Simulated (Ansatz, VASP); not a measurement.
## One calculation of Te3O2, two programs

```
CELL_PARAMETERS angstrom
6.10759 0.00000 0.00000
-3.05379 5.28932 0.00000
0.00000 0.00000 3.67507
ATOMIC_POSITIONS crystal
Te 0.50000 0.00000 0.50000
Te 0.00000 0.50000 0.50000
Te 0.50000 0.50000 0.50000
O 0.00000 0.00000 0.17035
O 0.00000 0.00000 0.82965
```

Alike in both runs: functional PBE; k mesh 6 × 6 × 4; occupations gaussian, width 0.1 eV; no spin polarisation.

Ansatz relaxed the structure, and its values are those at the end. VASP's run is a single point on that final structure, the one shown.

|  | VASP | Ansatz |
| --- | --- | --- |
| version | VASP 6.6.1 | Ansatz 0.2.0 |
| potentials or method | VASP PAW PBE potentials, release 64 (Te, O), cutoff 520 eV | scalar-relativistic, plane waves, PAW |
| valence electrons in the cell | 30 | 60 |

Ansatz gave:

```
gap on the k mesh at the Fermi level (eV) : none
pressure (GPa)                            : 0.1
rms of the force components (eV/Å)        : 0.006
```

Q: Which values does VASP return?

A: gap on the k mesh at the Fermi level (eV): none; pressure (GPa): 0.5; rms of the force components (eV/Å): 0.304.

A gap of «none» marks a metal or a gap that the smearing closes. One of these differences is far larger than is usual between the two programs; its cause wasn't traced. VASP's potentials hold 30 valence electrons a cell and Ansatz's 60, so a difference there can come from the potentials and not from the codes.

The k mesh is coarse, so the values compare programs but aren't converged. Spin-orbit coupling is off throughout. Noted on VASP's run: the standard files for N, O and F lose accuracy on very short bonds.
